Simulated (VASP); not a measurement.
W: relaxation of cell and atoms with PBE

Crystal: W.

```xyz
1
Lattice="-1.5149 1.5149 1.5149 1.5149 -1.5149 1.5149 1.5149 1.5149 -1.5149" Properties=species:S:1:pos:R:3 pbc="T T T"
W     0.0000    0.0000    0.0000
```

```
Program                : VASP 6.6.1
Task                   : relaxation of cell and atoms
Functional             : PBE
Potentials or basis    : VASP PAW PBE potentials, release 64 (W_sv)
Cutoff                 : 600 eV
k mesh                 : 20 × 20 × 20
Occupations            : gaussian, width 0.1 eV
Spin                   : no spin polarisation
Target pressure        : 60 GPa
Dipole correction      : no
Further INCAR settings : ALGO = Normal; EDIFF = 1e-06; IBRION = 2; EDIFFG = -0.008; NSW = 70; ISIF = 3
```

```yaml
Relaxed_volume: 13.98 Å³/atom
Relaxed_cell: a = 2.629 Å, b = 2.629 Å, c = 2.629 Å, α = 109.47°, β = 109.47°, γ = 109.47°
Space_group_after_relaxing_to_0.05_Å: Im-3m (No. 229)
Energy_change_on_relaxing_the_enthalpy_is_what_falls: -28.3 meV/atom
Ionic_steps: 3
Pressure_after_relaxing: 60.0 GPa
Band_gap_on_the_k_mesh: zero (band 7 reaches 19.49 eV, above the bottom of band 8 at 11.88 eV)
```

Step by step:
| step | energy change (eV) | largest force (eV/Å) | pressure (GPa) | volume (Å³) |
| --- | --- | --- | --- | --- |
| 1 | 0.0000 | 0.0000 | 62.80 | 13.91 |
| 2 | -0.1657 | 0.0000 | 44.92 | 14.40 |
| 3 | -0.0283 | 0.0000 | 59.99 | 13.98 |

Final structure:
```
CELL_PARAMETERS angstrom
-1.51757 1.51757 1.51757
1.51757 -1.51757 1.51757
1.51757 1.51757 -1.51757
ATOMIC_POSITIONS crystal
W 0.00000 0.00000 0.00000
```

Levels at points of the mesh, in eV from the Fermi level:
```csv
k point,band 4,band 5,band 6,band 7,band 8,band 9,band 10,band 11
"(0.00, 0.00, 0.00)",-37.50,-10.43,-1.59,-1.59,-1.59,2.44,2.44,14.66
"(0.50, 0.00, 0.00)",-37.52,-7.27,-4.35,1.11,2.43,3.57,7.24,11.68
"(0.50, 0.50, 0.50)",-38.82,-7.05,-7.05,6.02,6.02,6.02,9.24,9.24
```

It took 2 min on 1 thread of AMD EPYC 7R13 Processor (Zen 3) (shared host), peak memory 0.15 GiB.

Caveat: the cell is relaxed towards a set pressure, so the enthalpy falls and the energy may rise; spin-orbit coupling is left out, which moves the levels of the heavy elements.
